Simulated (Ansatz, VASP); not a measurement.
## Mg7Te in VASP and in Ansatz

```
Mg Te
1.0
     0.00000    4.94690    4.94690
     4.94690    0.00000    4.94690
     4.94690    4.94690    0.00000
Mg Te
7 1
Cartesian
  9.5429 7.4203 7.4203
  5.2978 7.4203 7.4203
  7.4203 9.5429 7.4203
  7.4203 5.2978 7.4203
  7.4203 7.4203 9.5429
  7.4203 7.4203 5.2978
  4.9469 4.9469 4.9469
  2.4734 2.4734 2.4734
```

Alike in both runs: functional PBE; k mesh 3 × 3 × 3; occupations gaussian, width 0.2 eV; no spin polarisation.

Ansatz relaxed the structure, and its values are those at the end. VASP's run is a single point on that final structure, the one shown.

|  | VASP | Ansatz |
| --- | --- | --- |
| version | VASP 6.6.1 | Ansatz 0.2.0 |
| potentials or method | VASP PAW PBE potentials, release 64 (Mg, Te), cutoff 600 eV | scalar-relativistic, plane waves, PAW |
| valence electrons in the cell | 20 | 86 |

Ansatz gave:

* gap on the k mesh at the Fermi level (eV): none
* pressure (GPa): 0.2
* rms of the force components (eV/Å): 0.020

Estimate VASP's values.

gap on the k mesh at the Fermi level (eV): none; pressure (GPa): 0.1; rms of the force components (eV/Å): 0.015.

A gap of «none» marks a metal or a gap that the smearing closes. With one functional, cell and mesh, what is left measures potentials, basis and numerics. VASP's potentials hold 20 valence electrons a cell and Ansatz's 86, so a difference there can come from the potentials and not from the codes.

The k mesh is coarse, so the values compare programs but aren't converged. Neither program's run includes spin-orbit coupling.
